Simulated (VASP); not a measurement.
# PmTe2 (P-3m1) in VASP: single point with PBEsol

Aim: the single point of PmTe2 with PBEsol.

All numbers are computed with VASP 6.6.1; they aren't measurements. Logs are shortened: lines on timing, memory, paths and dates and some standing lists are left out, and cuts for length are marked.

### Step 1. The cell of the first run

Symmetry: P-3m1, No. 164, trigonal system. Conventional cell: a = 4.350 Å, b = 4.350 Å, c = 6.374 Å, α = 90.00°, β = 90.00°, γ = 120.00°. Pm (site symmetry -3m) has 6 Te at 3.07 Å within 4.0 Å. Within 4.0 Å of Te (site symmetry 3m) lie 3 Pm at 3.07 Å and 3 Te at 3.78 Å.

### Step 2. Single point, PBEsol, collinear spin, ferromagnetic start

INCAR reads:

```
SYSTEM = PmTe2
PREC = Accurate
ENCUT = 520
EDIFF = 1E-6
ISMEAR = 0
SIGMA = 0.05
LREAL = .FALSE.
LASPH = .TRUE.
NELM = 150
ALGO = Normal
ISIF = 2
LWAVE = .FALSE.
LCHARG = .FALSE.
ISPIN = 2
MAGMOM = 4.62 0 0
LORBIT = 11
LMAXMIX = 6
GGA = PS
NBANDS = 24
```

KPOINTS reads:

```
Automatic mesh
0
G
  8 8 6
  0 0 0
```

POSCAR reads:

```
PmTe2
1.0
    4.3498632221      0.0000000000      0.0000000000
   -2.1749316110      3.7670920533      0.0000000000
    0.0000000000      0.0000000000      6.3735834827
Pm Te
1 2
Direct
    0.0000000000      0.0000000000      0.0000000000
    0.3333333333      0.6666666667      0.2779786151
    0.6666666667      0.3333333333      0.7220213849
```

Potentials or basis: VASP PAW PBE potentials, release 64 (Pm, Te).

The run is started by

```
$ cat potpaw_PBE.64/Pm/POTCAR potpaw_PBE.64/Te/POTCAR > POTCAR
$ mpirun -np 1 vasp_std > vasp.out
```

OUTCAR:

```text
SYSTEM = PmTe2
   PREC = Accurate
   ENCUT = 520
   EDIFF = 1E-6
   ISMEAR = 0
   LREAL = .FALSE.
   LASPH = .TRUE.
   NELM = 150
   ISIF = 2
   ISPIN = 2
   LORBIT = 11
   GGA = PS

 ion  position               nearest neighbor table
   1  0.000  0.000  0.000-   2 3.07   3 3.07   2 3.07   3 3.07   3 3.07   2 3.07
   2  0.333  0.667  0.278-   1 3.07   1 3.07   1 3.07
   3  0.667  0.333  0.722-   1 3.07   1 3.07   1 3.07

  LATTYP: Found a hexagonal cell.
 ALAT       =     4.3498632221
 C/A-ratio  =     1.4652376770

  Lattice vectors:

 A1 = (   4.3498632221,   0.0000000000,   0.0000000000)
 A2 = (  -2.1749316110,   3.7670920533,   0.0000000000)
 A3 = (   0.0000000000,   0.0000000000,   6.3735834827)

Analysis of symmetry for initial positions (statically):
=====================================================================
 Subroutine PRICEL returns:
 Original cell was already a primitive cell.

 Routine SETGRP: Setting up the symmetry group for a
 hexagonal supercell.

 Subroutine GETGRP returns: Found 12 space group operations
 (whereof 12 operations were pure point group operations)
 out of a pool of 24 trial point group operations.

The static configuration has the point symmetry D_3d.

Analysis of symmetry for dynamics (positions and initial velocities):
=====================================================================
 Subroutine PRICEL returns:
 Original cell was already a primitive cell.

 Routine SETGRP: Setting up the symmetry group for a
 hexagonal supercell.

 Subroutine GETGRP returns: Found 12 space group operations
 (whereof 12 operations were pure point group operations)
 out of a pool of 24 trial point group operations.

The dynamic configuration has the point symmetry D_3d.

Analysis of structural, dynamic, and magnetic symmetry:
=====================================================================
 Subroutine PRICEL returns:
 Original cell was already a primitive cell.

 Routine SETGRP: Setting up the symmetry group for a
 hexagonal supercell.

 Subroutine GETGRP returns: Found 12 space group operations
 (whereof 12 operations were pure point group operations)
 out of a pool of 24 trial point group operations.

The overall configuration has the point symmetry D_3d.

 Subroutine INISYM returns: Found 12 space group operations
 (whereof 12 operations are pure point group operations),
 and found     1 'primitive' translations

----------------------------------------------------------------------------------------

                                     Primitive cell

  volume of cell :     104.4397

  direct lattice vectors                    reciprocal lattice vectors
     4.349863222  0.000000000  0.000000000     0.229892286  0.132728373  0.000000000
    -2.174931611  3.767092053  0.000000000     0.000000000  0.265456746  0.000000000
     0.000000000  0.000000000  6.373583483     0.000000000  0.000000000  0.156897608

  length of vectors
     4.349863222  4.349863222  6.373583483     0.265456746  0.265456746  0.156897608

  position of ions in fractional coordinates (direct lattice)
     0.000000000  0.000000000  0.000000000
     0.333333333  0.666666667  0.277978615
     0.666666667  0.333333333  0.722021385

  ion indices of the primitive-cell ions
   primitive index   ion index
                 1           1
                 2           2
                 3           3

----------------------------------------------------------------------------------------

 KPOINTS: Automatic mesh

Automatic generation of k-mesh.
 Grid dimensions read from file:
 generate k-points for:    8    8    6

 Generating k-lattice:

  Cartesian coordinates                     Fractional coordinates (reciprocal lattice)
     0.028736536  0.016591047  0.000000000     0.125000000 -0.000000000  0.000000000
     0.000000000  0.033182093  0.000000000     0.000000000  0.125000000  0.000000000
     0.000000000  0.000000000  0.026149601     0.000000000  0.000000000  0.166666667

  Length of vectors
     0.033182093  0.033182093  0.026149601

  Shift w.r.t. Gamma in fractional coordinates (k-lattice)
     0.000000000  0.000000000  0.000000000

 Subroutine IBZKPT returns following result:
 ===========================================

 Found     50 irreducible k-points:

 Following reciprocal coordinates:
            Coordinates               Weight
  0.000000  0.000000  0.000000      1.000000
  0.125000  0.000000  0.000000      6.000000
  0.250000  0.000000  0.000000      6.000000
  0.375000  0.000000  0.000000      6.000000
  0.500000  0.000000  0.000000      3.000000
  0.125000  0.125000  0.000000      6.000000
[... 16 lines left out ...]
 -0.125000  0.500000  0.166667     12.000000
  0.250000  0.250000  0.166667     12.000000
 [... further k-points ...]
   k-points           NKPTS =     50   k-points in BZ     NKDIM =     50   number of bands    NBANDS=     24
   number of dos      NEDOS =    301   number of ions     NIONS =      3
   total plane-waves  NPLWV =  49152
   dimension x,y,z NGX =    32 NGY =   32 NGZ =   48
   dimension x,y,z NGXF=    64 NGYF=   64 NGZF=   96
   ions per type =               1   2
   NGX,Y,Z   is equivalent  to a cutoff of  12.23, 12.23, 12.52 a.u.
   NGXF,Y,Z  is equivalent  to a cutoff of  24.46, 24.46, 25.04 a.u.
 SYSTEM =  PmTe2
   PREC   = accura    normal or accurate (medium, high low for compatibility)
   ISTART =      0    job   : 0-new  1-cont  2-samecut
   ICHARG =      2    charge: 1-file 2-atom 10-const
   ISPIN  =      2    spin polarized calculation?
   LNONCOLLINEAR =      F non collinear calculations
   LSORBIT =      F    spin-orbit coupling
   LASPH  =      T    aspherical Exc in radial PAW
   ENCUT  =  520.0 eV  38.22 Ry    6.18 a.u.   8.09  8.09 11.85*2*pi/ulx,y,z
   NELM   =    150;   NELMIN=  2; NELMDL= -5     # of ELM steps
   EDIFF  = 0.1E-05   stopping-criterion for ELM
   LREAL  =      F    real-space projection
   EDIFFG = 0.1E-04   stopping-criterion for IOM
   NSW    =      0    number of steps for IOM
   IBRION =     -1    ionic relax: 0-MD 1-quasi-New 2-CG
   NFREE  =      0    steps in history (QN), initial steepest desc. (CG)
   ISIF   =      2    stress and relaxation
   ISYM   =      2    0-nonsym 1-usesym 2-fastsym
   POTIM  = 0.5000    time-step for ionic-motion
   TEBEG  =    0.0;   TEEND  =   0.0 temperature during run
   PSTRESS=    0.0 pullay stress
   NELECT =      27.0000    total number of electrons
   NUPDOWN=      -1.0000    fix difference up-down
   EMIN   =  10.00;   EMAX   =-10.00  energy-range for DOS
   EFERMI =   0.00;   METHOD = LEGACY
   ISMEAR =     0;   SIGMA  =   0.05  broadening in eV -4-tet -1-fermi 0-gaus
   EFERMI_NEDOS =   21; number of points for ismear=-14 and -15
   IALGO  =     38    algorithm
   IMIX   =      4    mixing-type and parameters
     AMIX     =   0.40;   BMIX     =  1.00
     AMIX_MAG =   1.60;   BMIX_MAG =  1.00
  volume/ion in A,a.u.               =      34.81       234.93
  Fermi-wavevector in a.u.,A,eV,Ry     =   1.042896  1.970787 14.798127  1.087632
  Thomas-Fermi vector in A             =   2.177581
   LORBIT       =     11    0 simple, 1 ext, 2 COOP (PROOUT), +10 PAW based schemes
   GGA     = PS    functional components
   LHFCALC =     F    Hartree Fock is set to
   AEXX    =    0.0000 exact exchange contribution
   IVDW    =     0    specifies the selected vdW correction
   LEPSILON=     F    determine dielectric tensor
   LRPA    =     F    only Hartree local field effects (RPA)
 spin polarized calculation
 Gauss-broadening in eV      SIGMA  =   0.05
  energy-cutoff  :      520.00
  volume of cell :      104.44
 maximum number of plane-waves:      2832
   NGX = 17   NGY = 17   NGZ = 23

 number of electron      27.0000002 magnetization       3.9397930

 Free energy of the ion-electron system (eV)
  ---------------------------------------------------
  ext. energy  EPLUGINS =         0.00000000
  ---------------------------------------------------
  free energy    TOTEN  =       -17.60515895 eV

  energy without entropy =      -17.59259446  energy(sigma->0) =      -17.59887671

 E-fermi :   4.3967     XC(G=0):  -9.2863

 val. band max:        4.3928026745   @ k =   0.2500   0.2500   0.1667
 cond. band min:       4.3974744986   @ k =   0.2500   0.2500   0.5000
 fundamental gap:      0.0046718242
 Fermi energy:         4.3967030135

 spin component 1

 k-point     1 :       0.0000    0.0000    0.0000
  band No.  band energies     occupation
      1     -33.7866      1.00000
      2     -14.2297      1.00000
      3     -14.0536      1.00000
      4     -14.0536      1.00000
      5      -6.2874      1.00000
      6      -4.8051      1.00000
[... 16 lines left out ...]
     23       9.0817      0.00000
     24       9.1638      0.00000
[... 598 lines left out ...]
      2     -14.2427      1.00000
      3     -14.1628      1.00000
      4     -14.1418      1.00000
      5      -5.3584      1.00000
      6      -5.1034      1.00000
[... 16 lines left out ...]
     23       9.6329      0.00000
     24      10.3663      0.00000

 [... further k-points ...]

 spin component 2

 k-point     1 :       0.0000    0.0000    0.0000
  band No.  band energies     occupation
      1     -31.8527      1.00000
      2     -12.8835      1.00000
      3     -12.6604      1.00000
      4     -12.6604      1.00000
      5      -6.3666      1.00000
      6      -4.8412      1.00000
[... 16 lines left out ...]
     23       9.2730      0.00000
     24       9.2764      0.00000
[... 598 lines left out ...]
      2     -12.9065      1.00000
      3     -12.7944      1.00000
      4     -12.7659      1.00000
      5      -5.4198      1.00000
      6      -5.1679      1.00000
[... 16 lines left out ...]
     23      10.0857      0.00000
     24      10.7576      0.00000

 [... further k-points ...]
[... 5 lines left out ...]
  --------------------------------------------------------------------------------------
  -------------------------------------------------------------------------------------
  Total        0.1452754      0.1452754     -0.3232497      0.0000000     -0.0000000      0.0000000
  in kB        2.2286258      2.2286258     -4.9588749      0.0000000     -0.0000000      0.0000000
  external PRESSURE =      -0.1672078 kB  Pullay stress =       0.0000000 kB

 VOLUME and BASIS-vectors are now :
 -----------------------------------------------------------------------------
  energy-cutoff  :      520.00
  volume of cell :      104.44
      direct lattice vectors                 reciprocal lattice vectors
     4.349863222  0.000000000  0.000000000     0.229892286  0.132728373  0.000000000
    -2.174931611  3.767092053  0.000000000     0.000000000  0.265456746  0.000000000
     0.000000000  0.000000000  6.373583483     0.000000000  0.000000000  0.156897608

 POSITION                                       TOTAL-FORCE (eV/Angst)
 -----------------------------------------------------------------------------------
      0.00000      0.00000      0.00000         0.000000      0.000000      0.000000
     -0.00000      2.51139      1.77172         0.000000      0.000000     -0.039186
      2.17493      1.25570      4.60186        -0.000000     -0.000000      0.039186
 -----------------------------------------------------------------------------------
    total drift:                               -0.000000     -0.000000     -0.000000

  FREE ENERGIE OF THE ION-ELECTRON SYSTEM (eV)
  ---------------------------------------------------
  free  energy   TOTEN  =       -17.6051589549 eV

  energy  without entropy=      -17.5925944630  energy(sigma->0) =      -17.59887671

 total charge

# of ion       s       p       d       f       tot
--------------------------------------------------
    1        2.007   5.562   0.513   4.237  12.318
    2        1.381   1.997   0.018   0.000   3.396
    3        1.381   1.997   0.018   0.000   3.396
--------------------------------------------------
tot          4.769   9.556   0.549   4.237  19.111

 magnetization (x)

# of ion       s       p       d       f       tot
--------------------------------------------------
    1       -0.011  -0.001   0.037   4.130   4.156
    2       -0.005  -0.100   0.001   0.000  -0.104
    3       -0.005  -0.100   0.001   0.000  -0.104
--------------------------------------------------
tot         -0.020  -0.201   0.039   4.130   3.948
```

Wall time 15 min (1 thread of AMD EPYC 7R13 (Zen 3), shared host); peak memory 0.38 GiB.

What came out:

```yaml
Free_energy: -17.6052 eV
Pressure: 0.0 GPa
Largest_force: 0.039 eV/Å
Net_moment: 3.94 μB per cell
Site_moments: Pm +4.16; Te -0.10 μB
Valence_electrons_inside_the_program's_atomic_spheres: Pm 12.32; Te 3.40
```

Forces in eV/Å, atoms in the order of the input:
```
Pm   0.000  0.000  0.000
Te   0.000  0.000 -0.039
Te   0.000  0.000  0.039
```

Caveat: the magnetic or orbital state may not be the lowest; the PAW data sets were made with another functional, which shifts forces and pressure a little; spin-orbit coupling is left out, which moves the levels of the heavy elements; without U or exact exchange the open f shell lies at the Fermi level, which spoils levels, moments and volumes. The state reached can hang on the start; a lower one may exist.
